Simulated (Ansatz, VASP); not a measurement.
# BP: VASP beside Ansatz

```
CELL_PARAMETERS angstrom
0.00000 2.07832 2.70182
2.07832 0.00000 2.70182
2.07832 2.07832 0.00000
ATOMIC_POSITIONS crystal
B 0.00000 0.00000 0.00000
P 0.75000 0.75000 0.75000
```

Alike in both runs: task single point; functional r2SCAN; k mesh 12 × 12 × 12; occupations gaussian, width 0.05 eV; no spin polarisation.

```csv
,VASP,Ansatz
version,VASP 6.6.1,Ansatz 0.2.0
potentials or method,"VASP PAW PBE potentials, release 64 (B, P), cutoff 520 eV","scalar-relativistic, plane waves, PAW"
valence electrons in the cell,8,8
```

|  | VASP | Ansatz | Ansatz less VASP |
| --- | --- | --- | --- |
| gap on the k mesh at the Fermi level (eV) | none | none | - |
| pressure (GPa) | -0.6 | -0.2 | +0.47 |
| traceless stress, the component that is largest in VASP (GPa) | -64.06 | -63.70 | +0.353 |

VASP's potentials were made for PBE, not for r2SCAN. A gap of «none» marks a metal or a gap that the smearing closes.
